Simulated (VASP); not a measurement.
HfO2, 18 atoms in the cell. The cell holds a disordered packing, 18 atoms: a = 5.914 Å, b = 6.170 Å, c = 5.666 Å, α = 90.57°, β = 90.53°, γ = 88.22°. 

- Program: VASP 6.6.1
- Task: single point
- Functional: PBE
- Potentials or basis: VASP PAW PBE potentials, release 64 (Hf_pv, O)
- Cutoff: 520 eV
- k mesh: 3 × 3 × 4
- Occupations: fermi-dirac, width 0.2232 eV
- Spin: no spin polarisation
- Dipole correction: no
- Further INCAR settings: LREAL = Auto; ALGO = Normal; EDIFF = 1e-06; NBANDS = 81

Potentials or basis: VASP PAW PBE potentials, release 64 (Hf_pv, O).

Run with:

```bash
$ cat potpaw_PBE.64/Hf_pv/POTCAR potpaw_PBE.64/O/POTCAR > POTCAR
$ mpirun -np 1 vasp_std > vasp.out
```

Hardware: 1 thread of Intel(R) Xeon(R) 6975P-C (Granite Rapids), with other jobs on the host.

**Question.** Estimate the wall time of this run.

**Answer.** Wall time 7 min on 1 thread of Intel(R) Xeon(R) 6975P-C (Granite Rapids) (shared host), peak memory 0.4 GiB. Counts: scf iterations 16, k points 19.
